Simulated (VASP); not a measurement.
# SrO (P6_3mc) in VASP: a series of runs

The runs below take SrO through single point, with LDA.

All numbers are computed with VASP 6.6.1; they aren't measurements. Logs are shortened: lines on timing, memory, paths and dates and some standing lists are left out, and cuts for length are marked.

### 1 The cell of the first run

Symmetry: P6_3mc, No. 186, hexagonal system. The conventional cell has a = 3.933 Å, b = 3.933 Å, c = 4.743 Å, α = 90.00°, β = 90.00°, γ = 120.00°. Sr (site symmetry 3m) has 5 O at 2.27 to 2.38 Å within 3.0 Å. O (site symmetry 3m) has 5 Sr at 2.27 to 2.38 Å within 3.0 Å.

### 2 Single point, LDA (strain -0.080 along x and y, -0.080 along z)

INCAR

```
PREC = Accurate
ENCUT = 520
EDIFF = 1E-6
ISMEAR = 0
SIGMA = 0.05
LREAL = False
LASPH = True
NELM = 80
ALGO = Normal
ISIF = 2
LWAVE = False
LCHARG = False
GGA = CA
NBANDS = 24
```

KPOINTS

```
Automatic mesh
0
Gamma
  9 9 6
```

POSCAR

```
SrO
1.0
    3.9334289643      0.0000000000      0.0000000000
   -1.9667144822      3.4064494071      0.0000000000
    0.0000000000      0.0000000000      4.7431473908
Sr O
2 2
Direct
    0.3333333333      0.6666666667      0.9381277000
    0.6666666667      0.3333333333      0.4381277000
    0.3333333333      0.6666666667      0.4368723000
    0.6666666667      0.3333333333      0.9368723000
```

Potentials or basis: VASP PAW LDA potentials, release 64 (Sr_sv, O).

On the command line:

```console
$ cat potpaw_LDA.64/Sr_sv/POTCAR potpaw_LDA.64/O/POTCAR > POTCAR
$ mpirun -np 1 vasp_std > vasp.out
```

OUTCAR:

```text
PREC = Accurate
   ENCUT = 520
   EDIFF = 1E-6
   ISMEAR = 0
   LREAL = False
   LASPH = True
   NELM = 80
   ISIF = 2
   GGA = CA

 ion  position               nearest neighbor table
   1  0.333  0.667  0.938-   4 2.27   4 2.27   4 2.27   3 2.37   3 2.38   2 3.28   2 3.28   2 3.28
                             2 3.28   2 3.28   2 3.28   2 5.12   2 5.12   2 5.12   2 5.12   2 5.12
   2  0.667  0.333  0.438-   3 2.27   3 2.27   3 2.27   4 2.37   4 2.38   1 3.28   1 3.28   1 3.28
                             1 3.28   1 3.28   1 3.28   1 5.12   1 5.12   1 5.12   1 5.12   1 5.12
   3  0.333  0.667  0.437-   2 2.27   2 2.27   2 2.27   1 2.37   1 2.38
   4  0.667  0.333  0.937-   1 2.27   1 2.27   1 2.27   2 2.37   2 2.38

  LATTYP: Found a hexagonal cell.
 ALAT       =     3.9334289643
 C/A-ratio  =     1.2058556119

  Lattice vectors:

 A1 = (   3.9334289643,   0.0000000000,   0.0000000000)
 A2 = (  -1.9667144822,   3.4064494071,   0.0000000000)
 A3 = (   0.0000000000,   0.0000000000,   4.7431473908)

Analysis of symmetry for initial positions (statically):
=====================================================================
 Subroutine PRICEL returns:
 Original cell was already a primitive cell.

 Routine SETGRP: Setting up the symmetry group for a
 hexagonal supercell.

 Subroutine GETGRP returns: Found 12 space group operations
 (whereof  6 operations were pure point group operations)
 out of a pool of 24 trial point group operations.

The static configuration has the point symmetry C_3v.
 The point group associated with its full space group is C_6v.

Analysis of symmetry for dynamics (positions and initial velocities):
=====================================================================
 Subroutine PRICEL returns:
 Original cell was already a primitive cell.

 Routine SETGRP: Setting up the symmetry group for a
 hexagonal supercell.

 Subroutine GETGRP returns: Found 12 space group operations
 (whereof  6 operations were pure point group operations)
 out of a pool of 24 trial point group operations.

The dynamic configuration has the point symmetry C_3v.
 The point group associated with its full space group is C_6v.

 Subroutine INISYM returns: Found 12 space group operations
 (whereof  6 operations are pure point group operations),
 and found     1 'primitive' translations

----------------------------------------------------------------------------------------

                                     Primitive cell

  volume of cell :      63.5536

  direct lattice vectors                    reciprocal lattice vectors
     3.933428964  0.000000000  0.000000000     0.254231107  0.146780398  0.000000000
    -1.966714482  3.406449407  0.000000000     0.000000000  0.293560796  0.000000000
     0.000000000  0.000000000  4.743147391     0.000000000  0.000000000  0.210830471

  length of vectors
     3.933428964  3.933428964  4.743147391     0.293560796  0.293560796  0.210830471

  position of ions in fractional coordinates (direct lattice)
     0.333333333  0.666666667  0.938127700
     0.666666667  0.333333333  0.438127700
     0.333333333  0.666666667  0.436872300
     0.666666667  0.333333333  0.936872300

  ion indices of the primitive-cell ions
   primitive index   ion index
                 1           1
                 2           2
                 3           3
                 4           4

----------------------------------------------------------------------------------------

 KPOINTS: Automatic mesh

Automatic generation of k-mesh.
 Grid dimensions read from file:
 generate k-points for:    9    9    6

 Generating k-lattice:

  Cartesian coordinates                     Fractional coordinates (reciprocal lattice)
     0.028247901  0.016308933  0.000000000     0.111111111 -0.000000000  0.000000000
     0.000000000  0.032617866  0.000000000     0.000000000  0.111111111  0.000000000
     0.000000000  0.000000000  0.035138412     0.000000000  0.000000000  0.166666667

  Length of vectors
     0.032617866  0.032617866  0.035138412

  Shift w.r.t. Gamma in fractional coordinates (k-lattice)
     0.000000000  0.000000000  0.000000000

 Subroutine IBZKPT returns following result:
 ===========================================

 Found     48 irreducible k-points:

 Following reciprocal coordinates:
            Coordinates               Weight
  0.000000  0.000000  0.000000      1.000000
  0.111111  0.000000  0.000000      6.000000
  0.222222  0.000000  0.000000      6.000000
  0.333333  0.000000  0.000000      6.000000
  0.444444  0.000000  0.000000      6.000000
  0.111111  0.111111  0.000000      6.000000
[... 16 lines left out ...]
  0.333333  0.222222  0.166667     24.000000
  0.333333  0.333333  0.166667      4.000000
 [... further k-points ...]
   k-points           NKPTS =     48   k-points in BZ     NKDIM =     48   number of bands    NBANDS=     24
   number of dos      NEDOS =    301   number of ions     NIONS =      4
[... 24 lines left out ...]
   POTIM  = 0.5000    time-step for ionic-motion
   TEBEG  =    0.0;   TEEND  =   0.0 temperature during run
   PSTRESS=    0.0 pullay stress
   NELECT =      32.0000    total number of electrons
   NUPDOWN=      -1.0000    fix difference up-down
   EMIN   =  10.00;   EMAX   =-10.00  energy-range for DOS
   EFERMI =   0.00;   METHOD = LEGACY
   ISMEAR =     0;   SIGMA  =   0.05  broadening in eV -4-tet -1-fermi 0-gaus
   EFERMI_NEDOS =   21; number of points for ismear=-14 and -15
   IALGO  =     38    algorithm
   IMIX   =      4    mixing-type and parameters
     AMIX     =   0.40;   BMIX     =  1.00
     AMIX_MAG =   1.60;   BMIX_MAG =  1.00
  volume/ion in A,a.u.               =      15.89       107.22
  Fermi-wavevector in a.u.,A,eV,Ry     =   1.302401  2.461182 23.078875  1.696249
  Thomas-Fermi vector in A             =   2.433472
   LORBIT       =      0    0 simple, 1 ext, 2 COOP (PROOUT), +10 PAW based schemes
   GGA     = CA    functional components
   LHFCALC =     F    Hartree Fock is set to
   AEXX    =    0.0000 exact exchange contribution
   IVDW    =     0    specifies the selected vdW correction
   LEPSILON=     F    determine dielectric tensor
   LRPA    =     F    only Hartree local field effects (RPA)
 non-spin polarized calculation
 Gauss-broadening in eV      SIGMA  =   0.05
  energy-cutoff  :      520.00
  volume of cell :       63.55
 maximum number of plane-waves:      1751
 NGX is ok and might be reduce to    30
   NGX = 15   NGY = 15   NGZ = 17

 number of electron      31.9999999 magnetization

 Free energy of the ion-electron system (eV)
  ---------------------------------------------------
  ext. energy  EPLUGINS =         0.00000000
  ---------------------------------------------------
  free energy    TOTEN  =       -25.46787643 eV

  energy without entropy =      -25.46787643  energy(sigma->0) =      -25.46787643

 E-fermi :   2.2167     XC(G=0): -10.5909

 val. band max:        1.9084354543   @ k =   0.0000   0.0000   0.0000
 cond. band min:       4.7658759105   @ k =   0.0000   0.0000   0.0000
 fundamental gap:      2.8574404562
 Fermi energy:         2.2166520027

 k-point     1 :       0.0000    0.0000    0.0000
  band No.  band energies     occupation
      1     -29.7973      2.00000
      2     -29.3084      2.00000
      3     -13.6396      2.00000
      4     -13.3674      2.00000
      5     -13.0644      2.00000
      6     -12.1547      2.00000
[... 16 lines left out ...]
     23      11.5484      0.00000
     24      11.8253      0.00000

 k-point     2 :       0.1111    0.0000    0.0000
  band No.  band energies     occupation
      1     -29.7773      2.00000
      2     -29.3138      2.00000
      3     -13.9392      2.00000
      4     -13.6400      2.00000
      5     -13.0147      2.00000
      6     -12.1984      2.00000
[... 16 lines left out ...]
     23      11.3723      0.00000
     24      11.7360      0.00000

 k-point     3 :       0.2222    0.0000    0.0000
  band No.  band energies     occupation
      1     -29.7225      2.00000
      2     -29.3314      2.00000
      3     -14.4392      2.00000
      4     -14.1462      2.00000
      5     -12.8715      2.00000
      6     -12.3005      2.00000
[... 16 lines left out ...]
     23      11.3957      0.00000
     24      11.4502      0.00000
[... 514 lines left out ...]
 k-point    23 :       0.3333    0.2222    0.1667
  band No.  band energies     occupation
      1     -29.5320      2.00000
      2     -29.4345      2.00000
      3     -15.2291      2.00000
      4     -15.1245      2.00000
      5     -12.6633      2.00000
      6     -12.0370      2.00000
[... 16 lines left out ...]
     23      11.8932      0.00000
     24      12.8031      0.00000

 k-point    24 :       0.3333    0.3333    0.1667
  band No.  band energies     occupation
      1     -29.4794      2.00000
      2     -29.4794      2.00000
      3     -15.2170      2.00000
      4     -15.2170      2.00000
      5     -12.7445      2.00000
      6     -11.8469      2.00000
[... 16 lines left out ...]
     23      12.2780      0.00000
     24      12.8248      0.00000

 [... further k-points ...]
[... 5 lines left out ...]
  --------------------------------------------------------------------------------------
  -------------------------------------------------------------------------------------
  Total        9.6412351      9.6412351     11.0004161     -0.0000000      0.0000000      0.0000000
  in kB      243.0543395    243.0543395    277.3191234     -0.0000000      0.0000000      0.0000000
  external PRESSURE =     254.4759342 kB  Pullay stress =       0.0000000 kB

 VOLUME and BASIS-vectors are now :
 -----------------------------------------------------------------------------
  energy-cutoff  :      520.00
  volume of cell :       63.55
      direct lattice vectors                 reciprocal lattice vectors
     3.933428964  0.000000000  0.000000000     0.254231107  0.146780398  0.000000000
    -1.966714482  3.406449407  0.000000000     0.000000000  0.293560796  0.000000000
     0.000000000  0.000000000  4.743147391     0.000000000  0.000000000  0.210830471

 POSITION                                       TOTAL-FORCE (eV/Angst)
 -----------------------------------------------------------------------------------
     -0.00000      2.27097      4.44968         0.000000     -0.000000     -0.037976
      1.96671      1.13548      2.07810        -0.000000      0.000000     -0.037976
     -0.00000      2.27097      2.07215        -0.000000     -0.000000      0.037976
      1.96671      1.13548      4.44372         0.000000      0.000000      0.037976
 -----------------------------------------------------------------------------------
    total drift:                               -0.000000      0.000000      0.000362

  FREE ENERGIE OF THE ION-ELECTRON SYSTEM (eV)
  ---------------------------------------------------
  free  energy   TOTEN  =       -25.4678764299 eV

  energy  without entropy=      -25.4678764299  energy(sigma->0) =      -25.46787643
```

Run time: 92 s. Hardware: 1 thread of Intel Xeon 8259CL, shared host; peak memory 0.19 GiB.

Results:

| Item | Value |
| --- | --- |
| Free energy | -25.4679 eV |
| Pressure | 25.4 GPa |
| Largest force | 0.038 eV/Å |
| Band gap on the k mesh | 2.86 eV |

Forces on the atoms (eV/Å):
```
Sr   0.000  0.000 -0.038
Sr   0.000  0.000 -0.038
O    0.000  0.000  0.038
O    0.000  0.000  0.038
```

Stress tensor (GPa, compression positive):
```
24.31  0.00  0.00
 0.00 24.31  0.00
 0.00  0.00 27.73
```

Caveat: the cell differs from its parent crystal (strain -0.080 along x and y, -0.080 along z); the cell stands under pressure. A k mesh can miss the band edges.

### 3 Single point, LDA (strain -0.080 along x and y, +0.000 along z)

INCAR

```
ALGO     = Normal         # electronic algorithm
EDIFF    = 1E-6           # SCF threshold, eV
ENCUT    = 520            # plane-wave cutoff, eV
GGA      = CA             # functional
ISIF     = 2              # what is computed and relaxed
ISMEAR   = 0              # smearing method
LASPH    = True           # aspherical terms in the spheres
LCHARG   = True           # write CHGCAR
LELF     = True           # ELF
LREAL    = False          # projectors in reciprocal space
LVHAR    = True         
LWAVE    = False          # write WAVECAR
NBANDS   = 24             # bands
NELM     = 80             # most SCF steps
PREC     = Accurate       # precision mode
SIGMA    = 0.05           # smearing width, eV
```

KPOINTS

```
k-points
0
Gamma
  9 9 6
```

POSCAR: that of step 2 with these lines changed.

```diff
@@ -4,3 +4,3 @@
    -1.9667144822      3.4064494071      0.0000000000
-    0.0000000000      0.0000000000      4.7431473908
+    0.0000000000      0.0000000000      5.1555949900
 Sr O
```

Potentials or basis: VASP PAW LDA potentials, release 64 (Sr_sv, O).

On the command line:

```console
$ cat potpaw_LDA.64/Sr_sv/POTCAR potpaw_LDA.64/O/POTCAR > POTCAR
$ mpirun -np 1 vasp_std > vasp.out
```

It took 1.8 min on 1 thread of Intel Xeon 8259CL, shared host; peak memory 0.2 GiB.

It converged, with:

```yaml
Free_energy: -25.9265 eV
Pressure: 13.1 GPa
Band_gap_on_the_k_mesh: 2.76 eV (least direct gap 3.05 eV)
```

Stress tensor (GPa, compression positive):
```
18.37  0.00  0.00
 0.00 18.37  0.00
 0.00  0.00  2.51
```

Levels at points of the mesh, in eV from the valence-band top:
```csv
k point,band 14,band 15,band 16,band 17,band 18,band 19
"(0.00, 0.00, 0.00)",-1.36,-0.61,-0.51,2.76,6.37,6.37
"(0.00, 0.00, 0.50)",-1.63,-1.63,-1.63,4.62,4.62,8.30
```

Caveat: the cell differs from its parent crystal (strain -0.080 along x and y, +0.000 along z); the stress differs along the axes, from 3 to 18 GPa. A k mesh can miss the band edges.

### 4 Single point, LDA (strain -0.080 along x and y, +0.080 along z)

INCAR

```
SYSTEM = SrO
  ALGO = Normal
  EDIFF = 1E-7
  ENCUT = 520
  ISIF = 2
  ISMEAR = 0
  LASPH = .True.
  LCHARG = .True.
  LELF = .True.
  LREAL = .False.
  LVHAR = .True.
  LWAVE = .False.
  NBANDS = 24
  NELM = 60
  PREC = Accurate
  SIGMA = 0.05
```

KPOINTS

```
k-points
0
Gamma
  9 9 6
  0 0 0
```

POSCAR: that of step 3 with these lines changed.

```diff
@@ -4,3 +4,3 @@
    -1.9667144822      3.4064494071      0.0000000000
-    0.0000000000      0.0000000000      5.1555949900
+    0.0000000000      0.0000000000      5.5680425892
 Sr O
```

On the command line:

```console
$ cat potpaw_LDA.64/Sr_sv/POTCAR potpaw_LDA.64/O/POTCAR > POTCAR
$ mpirun -np 1 vasp_std > vasp.out
```

Run time: 2.3 min. Hardware: 1 thread of Intel Xeon 8259CL, shared host; peak memory 0.21 GiB.

It converged, with:

```
Free energy            : -25.8296 eV
Pressure               : 7.2 GPa
Largest force          : 0.017 eV/Å
Band gap on the k mesh : 2.33 eV (least direct gap 2.98 eV)
```

Forces on the atoms (eV/Å):
```
Sr   0.000  0.000  0.017
Sr   0.000  0.000  0.017
O    0.000  0.000 -0.017
O    0.000  0.000 -0.017
```

Stress tensor (GPa, compression positive):
```
14.17  0.00  0.00
 0.00 14.17  0.00
 0.00  0.00 -6.69
```

Levels at points of the mesh, in eV from the valence-band top:
```csv
k point,band 14,band 15,band 16,band 17,band 18,band 19
"(0.00, 0.00, 0.00)",-1.44,-1.04,-0.65,2.33,6.47,6.47
"(0.00, 0.00, 0.50)",-1.60,-1.55,-1.55,4.36,4.36,7.96
```

Caveat: the cell differs from its parent crystal (strain -0.080 along x and y, +0.080 along z); the stress differs along the axes, from -7 to 14 GPa.

### 5 Single point, LDA (strain +0.000 along x and y, -0.080 along z)

INCAR

```
  ALGO = Normal
  EDIFF = 1E-6
  ENCUT = 520
  GGA = CA
  ISIF = 2
  ISMEAR = 0
  LASPH = T
  LCHARG = F
  LREAL = F
  LWAVE = F
  NBANDS = 24
  NELM = 80
  PREC = Accurate
  SIGMA = 0.05
```

KPOINTS

```
k-points
0
Gamma
  9 9 6
```

POSCAR

```
SrO
1.0
    4.2754662656      0.0000000000      0.0000000000
   -2.1377331328      3.7026623990      0.0000000000
    0.0000000000      0.0000000000      4.7431473908
Sr O
2 2
Direct
    0.3333333333      0.6666666667      0.9381277000
    0.6666666667      0.3333333333      0.4381277000
    0.3333333333      0.6666666667      0.4368723000
    0.6666666667      0.3333333333      0.9368723000
```

On the command line:

```console
$ cat potpaw_LDA.64/Sr_sv/POTCAR potpaw_LDA.64/O/POTCAR > POTCAR
$ mpirun -np 1 vasp_std > vasp.out
```

Run time: 84 s. Hardware: 1 thread of Intel Xeon 8259CL, shared host; peak memory 0.21 GiB.

It converged, with:

```
Free energy            : -26.1826 eV
Pressure               : 4.9 GPa
Largest force          : 0.047 eV/Å
Band gap on the k mesh : 2.20 eV
```

Forces on the atoms (eV/Å):
```
Sr   0.000  0.000 -0.047
Sr   0.000  0.000 -0.047
O    0.000  0.000  0.047
O    0.000  0.000  0.047
```

Stress tensor (GPa, compression positive):
```
-0.32  0.00  0.00
 0.00 -0.32  0.00
 0.00  0.00 15.43
```

Levels at points of the mesh, in eV from the valence-band top:
```csv
k point,band 12,band 13,band 14,band 15,band 16,band 17,band 18,band 19,band 20,band 21
"(0.00, 0.00, 0.00)",-1.53,-1.24,-1.24,-0.04,0.00,2.20,5.68,5.68,7.50,8.10
"(0.00, 0.00, 0.50)",-1.80,-1.63,-1.63,-1.63,-1.63,3.94,3.94,7.87,7.87,7.87
```

Caveat: the cell differs from its parent crystal (strain +0.000 along x and y, -0.080 along z); the stress differs along the axes, from -0 to 15 GPa. A k mesh can miss the band edges.

### 6 Single point, LDA (strain +0.080 along x and y, -0.080 along z)

INCAR

```
SYSTEM = SrO
ALGO = Normal ; EDIFF = 1E-6
ENCUT = 520 ; GGA = CA
ISIF = 2 ; ISMEAR = 0
LASPH = .True. ; LCHARG = .False.
LREAL = .False. ; LWAVE = .False.
NBANDS = 24 ; NELM = 60
PREC = Accurate ; SIGMA = 0.05
```

KPOINTS

```
k-points
0
Gamma
  9 9 6
  0 0 0
```

POSCAR: that of step 5 with these lines changed.

```diff
@@ -2,4 +2,4 @@
 1.0
-    4.2754662656      0.0000000000      0.0000000000
-   -2.1377331328      3.7026623990      0.0000000000
+    4.6175035668      0.0000000000      0.0000000000
+   -2.3087517834      3.9988753909      0.0000000000
     0.0000000000      0.0000000000      4.7431473908
```

Potentials or basis: VASP PAW LDA potentials, release 64 (Sr_sv, O).

On the command line:

```console
$ cat potpaw_LDA.64/Sr_sv/POTCAR potpaw_LDA.64/O/POTCAR > POTCAR
$ mpirun -np 1 vasp_std > vasp.out
```

It took 2.4 min on 1 thread of Intel Xeon 8259CL, shared host; peak memory 0.23 GiB.

The run converged. Its results:

* Free energy: -25.7768 eV
* Pressure: -3.3 GPa
* Largest force: 0.047 eV/Å
* Band gap on the k mesh: 1.53 eV

Forces in eV/Å, atoms in the order of the input:
```
Sr   0.000  0.000 -0.047
Sr   0.000  0.000 -0.047
O    0.000  0.000  0.047
O    0.000  0.000  0.047
```

Stress tensor (GPa, compression positive):
```
-8.53  0.00  0.00
 0.00 -8.53  0.00
 0.00  0.00  7.04
```

Levels at points of the mesh, in eV from the valence-band top:
```
           k point  band 14  band 15  band 16  band 17  band 18  band 19
(0.00, 0.00, 0.00)    -1.27    -0.18     0.00     1.53     5.21     5.21
(0.00, 0.00, 0.50)    -1.59    -1.59    -1.59     3.25     3.25     6.94
```

Caveat: the cell differs from its parent crystal (strain +0.080 along x and y, -0.080 along z); the stress differs along the axes, from -9 to 7 GPa.

### 7 The runs side by side

```csv
cell,gap on the mesh (eV),pressure (GPa),largest force (eV/Å)
"a = 3.933, b = 3.933, c = 4.743 Å, angles 90.0, 90.0, 120.0°, 4 atoms",2.86,25.4,0.04
"a = 3.933, b = 3.933, c = 5.156 Å, angles 90.0, 90.0, 120.0°, 4 atoms",2.76,13.1,-
"a = 3.933, b = 3.933, c = 5.568 Å, angles 90.0, 90.0, 120.0°, 4 atoms",2.33,7.2,0.02
"a = 4.275, b = 4.275, c = 4.743 Å, angles 90.0, 90.0, 120.0°, 4 atoms",2.20,4.9,0.05
"a = 4.618, b = 4.618, c = 4.743 Å, angles 90.0, 90.0, 120.0°, 4 atoms",1.53,-3.3,0.05
```

Alike in all rows: task single point; level LDA; potentials or basis VASP PAW LDA potentials, release 64 (Sr_sv, O); no spin polarisation; k mesh 9 × 9 × 6; cutoff (eV) 520; smearing gaussian 0.05 eV.

Caveats: the cell stands under pressure (at least some runs); the stress differs along the axes, from 3 to 18 GPa (at least some runs); the stress differs along the axes, from -7 to 14 GPa (at least some runs); the stress differs along the axes, from -0 to 15 GPa (at least some runs); the stress differs along the axes, from -9 to 7 GPa (at least some runs).

Absolute energies hang on the potentials; compare differences alone.
